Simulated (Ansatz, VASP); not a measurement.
One calculation of Al, two programs

Contents of POSCAR:

```
Al
1.0
   -1.3900575627      1.3900575627      2.0850863441
    1.3900575627     -1.3900575627      2.0850863441
    1.3900575627      1.3900575627     -2.0850863441
Al
1
Direct
    0.0000000000      0.0000000000      0.0000000000
```

Contents of INCAR.step1:

```
SYSTEM = Al
PREC = Accurate
ENCUT = 520
ISMEAR = 0
SIGMA = 0.15
LREAL = .False.
LASPH = .True.
NELM = 80
NBANDS = 8
GGA = PE
ALGO = Normal
EDIFF = 1E-4
LWAVE = .True.
LCHARG = .False.
```

File INCAR.step2:

```
SYSTEM = Al
PREC = Accurate
ENCUT = 520
EDIFF = 1E-7
ISMEAR = 0
SIGMA = 0.15
LREAL = .False.
LASPH = .True.
NELM = 80
ALGO = Normal
ISIF = 2
LWAVE = .False.
LCHARG = .True.
METAGGA = R2SCAN
LMIXTAU = .True.
LELF = .True.
LVHAR = .True.
NBANDS = 8
ISTART = 1
```

Contents of KPOINTS:

```
regular mesh
0
Gamma
  24 24 24
  0 0 0
```

Input for Ansatz:

```yaml
crystal:
  lattice:
    - [-1.3900575627, 1.3900575627, 2.0850863441]
    - [1.3900575627, -1.3900575627, 2.0850863441]
    - [1.3900575627, 1.3900575627, -2.0850863441]
  atoms:
    - { symbol: Al, position: [0.0, 0.0, 0.0] }
basis:
  ecutwfc: 500
kpoints:
  mp_grid: { grid: [24, 24, 24] }
hamiltonian:
  xc: r2scan
scf:
  occupations: { method: gaussian, width: 0.15 }
output:
  forces: true
  stress: true
  eigenvalues: true
  write_density: true
  write_potential: true
  elf: true
  volumetric_format: npy
```

Alike in both runs: task single point; functional r2SCAN; k mesh 24 × 24 × 24; occupations gaussian, width 0.15 eV; no spin polarisation.

```csv
,VASP,Ansatz
version,VASP 6.6.1,Ansatz 0.2.0
potentials or method,"VASP PAW PBE potentials, release 64 (Al), cutoff 520 eV","scalar-relativistic, plane waves, PAW"
valence electrons in the cell,3,3
```

VASP gave:

| Property | Result |
| --- | --- |
| gap on the k mesh at the Fermi level (eV) | none |
| pressure (GPa) | -1.1 |
| traceless stress, the component that is largest in VASP (GPa) | -2.86 |

**Question.** Which values does Ansatz return?

**Answer.** gap on the k mesh at the Fermi level (eV): none; pressure (GPa): -0.8; traceless stress, the component that is largest in VASP (GPa): -2.87.

VASP's potentials were made for PBE, not for r2SCAN. A gap of «none» marks a metal or a gap that the smearing closes.
